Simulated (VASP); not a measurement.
# RbBr (Imm2) in VASP: notebook

RbBr is run at these levels: PBE; tasks: single point.

Everything below comes from runs of VASP 6.6.1. Logs are shortened: lines on timing, memory, paths and dates and some standing lists are left out, and cuts for length are marked.

### 1 The cell of the first run

It takes space group Imm2 (No. 44, orthorhombic). Conventional cell: a = 4.847 Å, b = 6.855 Å, c = 4.847 Å, α = 90.00°, β = 90.00°, γ = 90.00°. Rb (site symmetry mm2) has 6 Br at 3.03 to 3.88 Å within 4.0 Å. Within 4.0 Å of Br (site symmetry mm2) lie 6 Rb at 3.03 to 3.88 Å.

### 2 Single point, PBE (atom 2 (Br) moved by (-0.600, +0.000) A along [1 1 0] and z)

The input, INCAR:

```
ALGO = Normal ; EDIFF = 1E-6
ENCUT = 520 ; GGA = PE
ISIF = 2 ; ISMEAR = 0
LASPH = True ; LCHARG = False
LREAL = False ; LWAVE = False
NBANDS = 15 ; NELM = 80
PREC = Accurate ; SIGMA = 0.05
```

The input, KPOINTS:

```
k-points
0
Gamma
  6 6 6
```

The input, POSCAR:

```
RbBr
1.0
    0.0000000000      3.4275000000      3.4275000000
    3.4275000000      0.0000000000      3.4275000000
    3.4275000000      3.4275000000      0.0000000000
Rb Br
1 1
Direct
    0.0000000000      0.0000000000      0.0000000000
    0.5000000000      0.5000000000      0.3762176313
```

Potentials or basis: VASP PAW PBE potentials, release 64 (Rb_sv, Br).

On the command line:

```console
$ cat potpaw_PBE.64/Rb_sv/POTCAR potpaw_PBE.64/Br/POTCAR > POTCAR
$ mpirun -np 1 vasp_std > vasp.out
```

OUTCAR:

```text
EDIFF = 1E-6
   ENCUT = 520
   GGA = PE
   ISIF = 2
   ISMEAR = 0
   LASPH = True
   LREAL = False
   NELM = 80
   PREC = Accurate

 ion  position               nearest neighbor table
   1  0.000  0.000  0.000-   2 3.03   2 3.03   2 3.48   2 3.48   2 3.88   2 3.88
   2  0.500  0.500  0.376-   1 3.03   1 3.03   1 3.48   1 3.48   1 3.88   1 3.88

  LATTYP: Found a face centered cubic cell.
 ALAT       =     6.8550000000

  Lattice vectors:

 A1 = (   0.0000000000,   3.4275000000,   3.4275000000)
 A2 = (   3.4275000000,   0.0000000000,   3.4275000000)
 A3 = (   3.4275000000,   3.4275000000,   0.0000000000)

Analysis of symmetry for initial positions (statically):
=====================================================================
 Subroutine PRICEL returns:
 Original cell was already a primitive cell.

 Routine SETGRP: Setting up the symmetry group for a
 face centered cubic supercell.

 Subroutine GETGRP returns: Found  4 space group operations
 (whereof  4 operations were pure point group operations)
 out of a pool of 48 trial point group operations.

The static configuration has the point symmetry C_2v.

Analysis of symmetry for dynamics (positions and initial velocities):
=====================================================================
 Subroutine PRICEL returns:
 Original cell was already a primitive cell.

 Routine SETGRP: Setting up the symmetry group for a
 face centered cubic supercell.

 Subroutine GETGRP returns: Found  4 space group operations
 (whereof  4 operations were pure point group operations)
 out of a pool of 48 trial point group operations.

The dynamic configuration has the point symmetry C_2v.

 Subroutine INISYM returns: Found  4 space group operations
 (whereof  4 operations are pure point group operations),
 and found     1 'primitive' translations

----------------------------------------------------------------------------------------

                                     Primitive cell

  volume of cell :      80.5309

  direct lattice vectors                    reciprocal lattice vectors
     0.000000000  3.427500000  3.427500000    -0.145878920  0.145878920  0.145878920
     3.427500000  0.000000000  3.427500000     0.145878920 -0.145878920  0.145878920
     3.427500000  3.427500000  0.000000000     0.145878920  0.145878920 -0.145878920

  length of vectors
     4.847216985  4.847216985  4.847216985     0.252669702  0.252669702  0.252669702

  position of ions in fractional coordinates (direct lattice)
     0.000000000  0.000000000  0.000000000
     0.500000000  0.500000000  0.376217631

  ion indices of the primitive-cell ions
   primitive index   ion index
                 1           1
                 2           2

----------------------------------------------------------------------------------------

 KPOINTS: k-points

Automatic generation of k-mesh.
 Grid dimensions read from file:
 generate k-points for:    6    6    6

 Generating k-lattice:

  Cartesian coordinates                     Fractional coordinates (reciprocal lattice)
    -0.024313153  0.024313153  0.024313153     0.166666667  0.000000000  0.000000000
     0.024313153 -0.024313153  0.024313153     0.000000000  0.166666667  0.000000000
     0.024313153  0.024313153 -0.024313153     0.000000000  0.000000000  0.166666667

  Length of vectors
     0.042111617  0.042111617  0.042111617

  Shift w.r.t. Gamma in fractional coordinates (k-lattice)
     0.000000000  0.000000000  0.000000000

 Subroutine IBZKPT returns following result:
 ===========================================

 Found     46 irreducible k-points:

 Following reciprocal coordinates:
            Coordinates               Weight
  0.000000  0.000000  0.000000      1.000000
  0.166667  0.000000  0.000000      4.000000
  0.000000  0.000000  0.166667      4.000000
  0.333333  0.000000  0.000000      4.000000
  0.000000  0.000000  0.333333      4.000000
  0.500000  0.000000  0.000000      2.000000
[... 16 lines left out ...]
  0.000000 -0.166667  0.166667      8.000000
  0.166667  0.166667  0.333333      2.000000
 [... further k-points ...]
   k-points           NKPTS =     46   k-points in BZ     NKDIM =     46   number of bands    NBANDS=     15
   number of dos      NEDOS =    301   number of ions     NIONS =      2
   total plane-waves  NPLWV =  46656
   dimension x,y,z NGX =    36 NGY =   36 NGZ =   36
   dimension x,y,z NGXF=    72 NGYF=   72 NGZF=   72
   ions per type =               1   1
   NGX,Y,Z   is equivalent  to a cutoff of  12.35, 12.35, 12.35 a.u.
   NGXF,Y,Z  is equivalent  to a cutoff of  24.69, 24.69, 24.69 a.u.
 SYSTEM =  unknown system
   PREC   = accura    normal or accurate (medium, high low for compatibility)
   ISTART =      0    job   : 0-new  1-cont  2-samecut
   ICHARG =      2    charge: 1-file 2-atom 10-const
   ISPIN  =      1    spin polarized calculation?
   LNONCOLLINEAR =      F non collinear calculations
   LSORBIT =      F    spin-orbit coupling
   LASPH  =      T    aspherical Exc in radial PAW
   ENCUT  =  520.0 eV  38.22 Ry    6.18 a.u.   9.01  9.01  9.01*2*pi/ulx,y,z
   NELM   =     80;   NELMIN=  2; NELMDL= -5     # of ELM steps
   EDIFF  = 0.1E-05   stopping-criterion for ELM
   LREAL  =      F    real-space projection
   EDIFFG = 0.1E-04   stopping-criterion for IOM
   NSW    =      0    number of steps for IOM
   IBRION =     -1    ionic relax: 0-MD 1-quasi-New 2-CG
   NFREE  =      0    steps in history (QN), initial steepest desc. (CG)
   ISIF   =      2    stress and relaxation
   ISYM   =      2    0-nonsym 1-usesym 2-fastsym
   POTIM  = 0.5000    time-step for ionic-motion
   TEBEG  =    0.0;   TEEND  =   0.0 temperature during run
   PSTRESS=    0.0 pullay stress
   NELECT =      16.0000    total number of electrons
   NUPDOWN=      -1.0000    fix difference up-down
   EMIN   =  10.00;   EMAX   =-10.00  energy-range for DOS
   EFERMI =   0.00;   METHOD = LEGACY
   ISMEAR =     0;   SIGMA  =   0.05  broadening in eV -4-tet -1-fermi 0-gaus
   EFERMI_NEDOS =   21; number of points for ismear=-14 and -15
   IALGO  =     38    algorithm
   IMIX   =      4    mixing-type and parameters
     AMIX     =   0.40;   BMIX     =  1.00
     AMIX_MAG =   1.60;   BMIX_MAG =  1.00
  volume/ion in A,a.u.               =      40.27       271.72
  Fermi-wavevector in a.u.,A,eV,Ry     =   0.955273  1.805204 12.415941  0.912546
  Thomas-Fermi vector in A             =   2.084095
   LORBIT       =      0    0 simple, 1 ext, 2 COOP (PROOUT), +10 PAW based schemes
   GGA     = PE    functional components
   LHFCALC =     F    Hartree Fock is set to
   AEXX    =    0.0000 exact exchange contribution
   IVDW    =     0    specifies the selected vdW correction
   LEPSILON=     F    determine dielectric tensor
   LRPA    =     F    only Hartree local field effects (RPA)
 non-spin polarized calculation
 Gauss-broadening in eV      SIGMA  =   0.05
  energy-cutoff  :      520.00
  volume of cell :       80.53
 maximum number of plane-waves:      2200
   NGX = 17   NGY = 17   NGZ = 17

 number of electron      15.9999999 magnetization

 Free energy of the ion-electron system (eV)
  ---------------------------------------------------
  ext. energy  EPLUGINS =         0.00000000
  ---------------------------------------------------
  free energy    TOTEN  =        -5.84528851 eV

  energy without entropy =       -5.84528851  energy(sigma->0) =       -5.84528851

 E-fermi :  -1.5721     XC(G=0):  -7.1905

 val. band max:       -1.8355696769   @ k =   0.0000   0.0000   0.0000
 cond. band min:       2.5879707535   @ k =   0.0000   0.0000   0.0000
 fundamental gap:      4.4235404304
 Fermi energy:        -1.5720960058

 k-point     1 :       0.0000    0.0000    0.0000
  band No.  band energies     occupation
      1     -26.1009      2.00000
      2     -14.0057      2.00000
      3     -10.2459      2.00000
      4     -10.1785      2.00000
      5     -10.1687      2.00000
      6      -1.8811      2.00000
      7      -1.8716      2.00000
      8      -1.8356      2.00000
      9       2.5880      0.00000
     10       5.4652      0.00000
     11       5.8684      0.00000
     12       6.0686      0.00000
     13       6.6679      0.00000
     14       6.9522      0.00000
     15       8.7336      0.00000

 k-point     2 :       0.1667    0.0000    0.0000
  band No.  band energies     occupation
      1     -26.0980      2.00000
      2     -14.0293      2.00000
      3     -10.2540      2.00000
      4     -10.1937      2.00000
      5     -10.1304      2.00000
      6      -2.1306      2.00000
      7      -1.9186      2.00000
      8      -1.8781      2.00000
      9       3.2048      0.00000
     10       5.2252      0.00000
     11       5.8414      0.00000
     12       6.0823      0.00000
     13       7.3077      0.00000
     14       7.6954      0.00000
     15       9.6618      0.00000

 k-point     3 :       0.0000    0.0000    0.1667
  band No.  band energies     occupation
      1     -26.0984      2.00000
      2     -14.0151      2.00000
      3     -10.2493      2.00000
      4     -10.1974      2.00000
      5     -10.1486      2.00000
      6      -2.1464      2.00000
      7      -1.9313      2.00000
      8      -1.9091      2.00000
      9       3.1986      0.00000
     10       5.6667      0.00000
     11       5.7476      0.00000
     12       6.1011      0.00000
     13       7.2673      0.00000
     14       7.3530      0.00000
     15       9.7042      0.00000
[... 343 lines left out ...]
 k-point    23 :       0.0000   -0.1667    0.1667
  band No.  band energies     occupation
      1     -26.0947      2.00000
      2     -14.0363      2.00000
      3     -10.2843      2.00000
      4     -10.2039      2.00000
      5     -10.1134      2.00000
      6      -2.3832      2.00000
      7      -2.0151      2.00000
      8      -1.9106      2.00000
      9       3.9845      0.00000
     10       5.0842      0.00000
     11       6.1310      0.00000
     12       6.6127      0.00000
     13       7.7092      0.00000
     14       8.4365      0.00000
     15       9.7083      0.00000

 k-point    24 :       0.1667    0.1667    0.3333
  band No.  band energies     occupation
      1     -26.0952      2.00000
      2     -14.0224      2.00000
      3     -10.2463      2.00000
      4     -10.2194      2.00000
      5     -10.1475      2.00000
      6      -2.4069      2.00000
      7      -2.0293      2.00000
      8      -1.9779      2.00000
      9       3.9664      0.00000
     10       5.5205      0.00000
     11       6.0708      0.00000
     12       6.9873      0.00000
     13       7.4495      0.00000
     14       8.0889      0.00000
     15       9.9214      0.00000

 [... further k-points ...]
[... 5 lines left out ...]
  --------------------------------------------------------------------------------------
  -------------------------------------------------------------------------------------
  Total        2.0037819      2.0037819      0.2817953     -0.5877669      0.0000000      0.0000000
  in kB       39.8656314     39.8656314      5.6063716    -11.6937374      0.0000000      0.0000000
  external PRESSURE =      28.4458781 kB  Pullay stress =       0.0000000 kB

 VOLUME and BASIS-vectors are now :
 -----------------------------------------------------------------------------
  energy-cutoff  :      520.00
  volume of cell :       80.53
      direct lattice vectors                 reciprocal lattice vectors
     0.000000000  3.427500000  3.427500000    -0.145878920  0.145878920  0.145878920
     3.427500000  0.000000000  3.427500000     0.145878920 -0.145878920  0.145878920
     3.427500000  3.427500000  0.000000000     0.145878920  0.145878920 -0.145878920

 POSITION                                       TOTAL-FORCE (eV/Angst)
 -----------------------------------------------------------------------------------
      0.00000      0.00000      0.00000        -0.651821     -0.651821      0.000000
      3.00324      3.00324      3.42750         0.651821      0.651821     -0.000000
 -----------------------------------------------------------------------------------
    total drift:                               -0.000024     -0.000024      0.000000

  FREE ENERGIE OF THE ION-ELECTRON SYSTEM (eV)
  ---------------------------------------------------
  free  energy   TOTEN  =        -5.8452885128 eV

  energy  without entropy=       -5.8452885128  energy(sigma->0) =       -5.84528851
```

It took 23 s on 1 thread of Intel Xeon 6975P-C (Granite Rapids), shared host; peak memory 0.23 GiB.

What came out:

| Property | Result |
| --- | --- |
| Free energy | -5.8453 eV |
| Pressure | 2.8 GPa |
| Largest force | 0.922 eV/Å |
| Band gap on the k mesh | 4.42 eV, direct |

Forces on the atoms (eV/Å):
```
Rb  -0.652 -0.652  0.000
Br   0.652  0.652  0.000
```

Levels at points of the mesh, in eV from the valence-band top:
```
           k point  band 6  band 7  band 8  band 9  band 10  band 11
(0.00, 0.00, 0.00)   -0.05   -0.04    0.00    4.42     7.30     7.70
(0.50, 0.00, 0.00)   -0.89   -0.24   -0.12    6.62     7.41     9.07
(0.00, 0.00, 0.50)   -0.90   -0.28   -0.28    6.73     7.97     9.03
(0.50, 0.50, 0.00)   -0.42   -0.23   -0.09    6.16     7.01     9.34
(0.00, 0.50, 0.50)   -0.34   -0.20   -0.06    5.93     7.17     8.16
```

Caveat: the cell differs from its parent crystal (atom 2 (Br) moved by (-0.600, +0.000) A along [1 1 0] and z).

### 3 Single point, PBE (atom 2 (Br) moved by (-0.300, +0.000) A along [1 1 0] and z)

The input, INCAR:

```
SYSTEM = RbBr
ALGO     = Normal         ! electronic algorithm
EDIFF    = 1E-6           ! SCF threshold, eV
ENCUT    = 520            ! plane-wave cutoff, eV
GGA      = PE             ! functional
ISIF     = 2              ! what is computed and relaxed
ISMEAR   = 0              ! smearing method
LASPH    = .True.         ! aspherical terms in the spheres
LCHARG   = .False.        ! write CHGCAR
LREAL    = .False.        ! projectors in reciprocal space
LWAVE    = .False.        ! write WAVECAR
NBANDS   = 15             ! bands
NELM     = 100            ! most SCF steps
PREC     = Accurate       ! precision mode
SIGMA    = 0.05           ! smearing width, eV
```

The input, KPOINTS:

```
k-points
0
Gamma
  6 6 6
  0 0 0
```

Edit POSCAR of step 2 so:

```diff
@@ -9,2 +9,2 @@
     0.0000000000      0.0000000000      0.0000000000
-    0.5000000000      0.5000000000      0.3762176313
+    0.5000000000      0.5000000000      0.4381088157
```

Potentials or basis: VASP PAW PBE potentials, release 64 (Rb_sv, Br).

On the command line:

```console
$ cat potpaw_PBE.64/Rb_sv/POTCAR potpaw_PBE.64/Br/POTCAR > POTCAR
$ mpirun -np 1 vasp_std > vasp.out
```

Wall time 31 s (1 thread of Intel Xeon 6975P-C (Granite Rapids), shared host); peak memory 0.23 GiB.

It converged, with:

```
Free energy            : -6.0394 eV
Pressure               : 1.5 GPa
Largest force          : 0.400 eV/Å
Band gap on the k mesh : 4.39 eV, direct
```

Forces on the atoms (eV/Å):
```
Rb  -0.283 -0.283  0.000
Br   0.283  0.283  0.000
```

Stress tensor (GPa, compression positive):
```
 1.75 -0.23  0.00
-0.23  1.75  0.00
 0.00  0.00  0.89
```

Levels at points of the mesh, in eV from the valence-band top:
| k point | band 6 | band 7 | band 8 | band 9 | band 10 | band 11 |
| --- | --- | --- | --- | --- | --- | --- |
| (0.00, 0.00, 0.00) | -0.01 | 0.00 | 0.00 | 4.39 | 7.29 | 7.39 |
| (0.50, 0.00, 0.00) | -0.95 | -0.32 | -0.29 | 6.77 | 7.64 | 9.30 |
| (0.00, 0.00, 0.50) | -0.96 | -0.33 | -0.33 | 6.80 | 7.79 | 9.31 |
| (0.50, 0.50, 0.00) | -0.45 | -0.17 | -0.14 | 5.76 | 7.11 | 9.25 |
| (0.00, 0.50, 0.50) | -0.43 | -0.16 | -0.13 | 5.70 | 7.15 | 8.66 |

Caveat: the cell differs from its parent crystal (atom 2 (Br) moved by (-0.300, +0.000) A along [1 1 0] and z).
